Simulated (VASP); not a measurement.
A run of VASP 6.6.1:

INCAR

```
SYSTEM = In
PREC = Accurate
ENCUT = 520
EDIFF = 1E-6
ISMEAR = -1
SIGMA = 0.1
LREAL = .False.
LASPH = .True.
NELM = 80
ALGO = Normal
ISIF = 2
LWAVE = .False.
LCHARG = .False.
GGA = PS
NBANDS = 20
```

KPOINTS

```
Automatic mesh
0
Gamma
  9 9 9
  0 0 0
```

File POSCAR:

```
In
1.0
    0.0000000000      3.2358619082      3.2358619082
    3.2358619082      0.0000000000      3.2358619082
    3.2358619082      3.2358619082      0.0000000000
In
2
Direct
    0.1250000000      0.1250000000      0.1250000000
    0.8750000000      0.8750000000      0.8750000000
```

Potentials or basis: VASP PAW PBE potentials, release 64 (In_d).

Launch:

```bash
$ cat potpaw_PBE.64/In_d/POTCAR > POTCAR
$ mpirun -np 1 vasp_std > vasp.out
```

Hardware: 1 thread of Intel Xeon 8259CL, on a shared host.

Problem. Estimate the wall time of this run.

Solution. Wall time 62 s on 1 thread of Intel Xeon 8259CL, on a shared host, peak memory 0.22 GiB. Counts: scf iterations 11, k points 35.
